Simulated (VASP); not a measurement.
Set up this calculation in VASP 6.6.1, as the native input.

- Task: relaxation of cell and atoms
- Functional: PBE
- Potentials or basis: VASP PAW PBE potentials, release 64 (Hf_pv, B)
- Cutoff: 600 eV
- k mesh: 11 × 11 × 9
- Occupations: fermi-dirac, width 0.05 eV
- Spin: no spin polarisation
- Target pressure: 30 GPa
- Dipole correction: no
- Further INCAR settings: ALGO = Normal; EDIFF = 1e-06; IBRION = 2; EDIFFG = -0.02; NSW = 80; ISIF = 3

The structure of HfB2 lies in POSCAR:

```
HfB2
1.0
    3.1400000000      0.0000000000      0.0000000000
   -1.5700000000      2.7193200000      0.0000000000
    0.0000000000      0.0000000000      3.4800000000
Hf B
1 2
Direct
    0.0000000000      0.0000000000      0.0000000000
    0.3333333333      0.6666666667      0.5000000000
    0.6666666667      0.3333333333      0.5000000000
```

These files were run (other wordings do the same):

INCAR

```
SYSTEM = HfB2
ALGO = Normal ; EDIFF = 1E-6
EDIFFG = -0.02 ; ENCUT = 600
GGA = PE ; IBRION = 2
ISIF = 3 ; ISMEAR = -1
LASPH = .True. ; LCHARG = .False.
LREAL = .False. ; LWAVE = .False.
NELM = 60 ; NSW = 80
PREC = Accurate ; PSTRESS = 300.0
SIGMA = 0.05
```

KPOINTS

```
k-points
0
Gamma
  11 11 9
  0 0 0
```

Potentials or basis: VASP PAW PBE potentials, release 64 (Hf_pv, B).

The run is started by

```console
$ cat potpaw_PBE.64/Hf_pv/POTCAR potpaw_PBE.64/B/POTCAR > POTCAR
$ mpirun -np 1 vasp_std > vasp.out
```

It gave:

```
Relaxed volume                                         : 9.01 Å³/atom
Relaxed cell                                           : a = 3.048 Å, b = 3.048 Å, c = 3.361 Å, α = 90.00°, β = 90.00°, γ = 120.00°
Space group after relaxing (to 0.05 Å)                 : P6/mmm (No. 191)
Energy change on relaxing (the enthalpy is what falls) : +80.1 meV/atom
Ionic steps                                            : 9
Pressure after relaxing                                : 30.0 GPa
Band gap on the k mesh                                 : zero (band 8 reaches 9.25 eV, above the bottom of band 9 at 7.86 eV)
```

Caveat: the cell is relaxed towards a set pressure, so the enthalpy falls and the energy may rise; spin-orbit coupling is left out, which moves the levels of the heavy elements.

It took 2 min on 1 thread of Intel Xeon 6455B (shared host), peak memory 0.2 GiB.
